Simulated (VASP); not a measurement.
# K3Al: relaxation of cell and atoms with PBE

Crystal: K3Al.

```
K Al
1.0
     5.69499    0.00000    0.00000
     0.00000    5.69499    0.00000
     0.00000    0.00000    5.69499
K Al
3 1
Cartesian
  0.0000 2.8475 2.8475
  2.8475 0.0000 2.8475
  2.8475 2.8475 0.0000
  0.0000 0.0000 0.0000
```

```yaml
Program: VASP 6.6.1
Task: relaxation of cell and atoms
Functional: PBE
Potentials_or_basis: VASP PAW PBE potentials, release 64 (K_sv, Al)
Cutoff: 600 eV
k_mesh: 8 × 8 × 8
Occupations: gaussian, width 0.1 eV
Spin: no spin polarisation
Dipole_correction: no
Further_INCAR_settings: ALGO = Fast; EDIFF = 1e-07; IBRION = 2; EDIFFG = -0.01; NSW = 100; ISIF = 3
```

| Item | Value |
| --- | --- |
| Relaxed volume | 47.82 Å³/atom |
| Relaxed cell | a = 5.762 Å, b = 5.762 Å, c = 5.762 Å, α = 90.00°, β = 90.00°, γ = 90.00° |
| Space group after relaxing (to 0.1 Å) | Pm-3m (No. 221) |
| Energy gained by relaxing | 1.4 meV/atom |
| Ionic steps | 4 |
| Pressure after relaxing | 0.0 GPa |
| Band gap on the k mesh | zero (bands 15 and 16 overlap by 0.87 eV) |

Step by step:
| step | energy change (eV) | largest force (eV/Å) | pressure (GPa) | volume (Å³) |
| --- | --- | --- | --- | --- |
| 1 | 0.0000 | 0.0000 | 0.27 | 184.70 |
| 2 | -0.0029 | 0.0000 | 0.18 | 186.79 |
| 3 | -0.0052 | 0.0000 | 0.05 | 189.93 |
| 4 | -0.0055 | 0.0000 | 0.00 | 191.29 |

Final structure:
```
CELL_PARAMETERS angstrom
5.76193 0.00000 0.00000
0.00000 5.76193 0.00000
0.00000 0.00000 5.76193
ATOMIC_POSITIONS crystal
K 0.00000 0.50000 0.50000
K 0.50000 0.00000 0.50000
K 0.50000 0.50000 0.00000
Al 0.00000 0.00000 0.00000
```

Levels at points of the mesh, in eV from the Fermi level:
| k point | band 12 | band 13 | band 14 | band 15 | band 16 | band 17 | band 18 | band 19 |
| --- | --- | --- | --- | --- | --- | --- | --- | --- |
| (0.00, 0.00, 0.00) | -15.24 | -4.68 | -0.70 | 0.54 | 0.54 | 0.54 | 1.55 | 1.55 |
| (0.50, 0.00, 0.00) | -15.25 | -4.33 | -1.68 | 0.48 | 0.48 | 0.81 | 1.65 | 2.29 |
| (0.50, 0.50, 0.00) | -15.20 | -4.13 | -0.92 | -0.92 | -0.03 | 0.50 | 2.79 | 2.91 |
| (0.50, 0.50, 0.50) | -15.20 | -4.07 | -0.26 | -0.26 | -0.26 | 0.86 | 0.86 | 0.86 |

It took 13 min on 1 thread of Intel(R) Xeon(R) 6975P-C (Granite Rapids), on a shared host, peak memory 0.42 GiB.
